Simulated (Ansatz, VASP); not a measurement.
# One calculation of Cl, two programs

```
Cl
1.0
     3.14500   -2.25000    0.00000
     3.14500    2.25000    0.00000
     0.00000    0.00000    8.21000
Cl
4
Direct
  0.37000 0.63000 0.40000
  0.13000 0.87000 0.90000
  0.63000 0.37000 0.60000
  0.87000 0.13000 0.10000
```

Alike in both runs: functional LDA; k mesh 7 × 7 × 4; occupations fermi-dirac, width 0.05 eV; no spin polarisation.

```csv
,VASP,Ansatz
version,VASP 6.6.1,Ansatz 0.2.0
potentials or method,"VASP PAW LDA potentials, release 64 (Cl), cutoff 520 eV","all-electron LAPW, scalar-relativistic"
task,single point,band structure
```

|  | VASP | Ansatz | Ansatz less VASP |
| --- | --- | --- | --- |
| gap on the k mesh at the Fermi level (eV) | 2.36 | 2.34 | -0.020 |
| least direct gap on the mesh (eV) | 2.42 | 2.40 | -0.020 |
| pressure (GPa) | -2.7 | -2.4 | +0.31 |
| traceless stress, the component that is largest in VASP (GPa) | 1.45 | 1.21 | -0.237 |
| rms of the force components (eV/Å) | 0.183 | 0.112 | -0.0710 |

LDA's correlation is that of Perdew and Zunger in VASP and of Perdew and Wang (1992) in Ansatz. Atom by atom the forces differ by 0.079 eV/Å (rms over components). Ansatz ran all-electron here, and VASP with PAW potentials.
